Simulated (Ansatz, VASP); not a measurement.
# Two plane-wave programs on HfNb3F

Contents of INCAR:

```
PREC     = Accurate       # precision mode
ENCUT    = 600            # plane-wave cutoff, eV
EDIFF    = 1E-6           # SCF threshold, eV
ISMEAR   = 0              # smearing method
SIGMA    = 0.1            # smearing width, eV
LREAL    = F              # projectors in reciprocal space
LASPH    = T              # aspherical terms in the spheres
NELM     = 120            # most SCF steps
ALGO     = Normal         # electronic algorithm
ISIF     = 2              # what is computed and relaxed
LWAVE    = F              # write WAVECAR
LCHARG   = F              # write CHGCAR
GGA      = PE             # functional
NBANDS   = 36             # bands
GGA_COMPAT= F
```

Contents of KPOINTS:

```
regular mesh
0
Gamma
  8 8 8
```

File POSCAR:

```
HfNb3F
1.0
    4.4122734971      0.0000000000      0.0000000000
    0.0000000000      4.4122734971      0.0000000000
    0.0000000000      0.0000000000      4.4122734971
Hf Nb F
1 3 1
Direct
    0.0000000000      0.0000000000      0.0000000000
    0.0000000000      0.5000000000      0.5000000000
    0.5000000000      0.0000000000      0.5000000000
    0.5000000000      0.5000000000      0.0000000000
    0.5000000000      0.5000000000      0.5000000000
```

Input for Ansatz:

```yaml
crystal:
  lattice:
    - [4.4122734971, 0.0, 0.0]
    - [0.0, 4.4122734971, 0.0]
    - [0.0, 0.0, 4.4122734971]
  atoms:
    - { symbol: Hf, position: [0.0, 0.0, 0.0] }
    - { symbol: Nb, position: [0.0, 0.5, 0.5] }
    - { symbol: Nb, position: [0.5, 0.0, 0.5] }
    - { symbol: Nb, position: [0.5, 0.5, 0.0] }
    - { symbol: F, position: [0.5, 0.5, 0.5] }
basis:
  ecutwfc: 420
kpoints:
  mp_grid: { grid: [8, 8, 8] }
  band_path:
    path:
      - [[0.0, 0.0, 0.0], [0.0, 0.5, 0.0], [0.5, 0.5, 0.0], [0.0, 0.0, 0.0], [0.5, 0.5, 0.5], [0.0, 0.5, 0.0]]
      - [[0.5, 0.5, 0.5], [0.5, 0.5, 0.0]]
    npoints: 14
hamiltonian:
  xc: pbe
scf:
  occupations: { method: gaussian, width: 0.1 }
  n_extra_bands: 12
output:
  forces: true
  stress: true
  eigenvalues: true
  populations: true
  dos: { projected: true, de: 0.02, nscf_kmesh: { grid: [10, 10, 10] } }
  bader: true
```

Alike in both runs: task single point; functional PBE; k mesh 8 × 8 × 8; occupations gaussian, width 0.1 eV; no spin polarisation.

|  | VASP | Ansatz |
| --- | --- | --- |
| version | VASP 6.6.1 | Ansatz 0.2.0 |
| potentials or method | VASP PAW PBE potentials, release 64 (Hf_pv, Nb_sv, F), cutoff 600 eV | scalar-relativistic, plane waves, PAW |
| valence electrons in the cell | 56 | 72 |

```tsv
	VASP	Ansatz	Ansatz less VASP
gap on the k mesh at the Fermi level (eV)	none	none	-
pressure (GPa)	-0.4	0.0	+0.44
```

A gap of «none» marks a metal or a gap that the smearing closes. VASP's potentials hold 56 valence electrons a cell and Ansatz's 72, so a difference there can come from the potentials and not from the codes.

Spin-orbit coupling is off throughout.
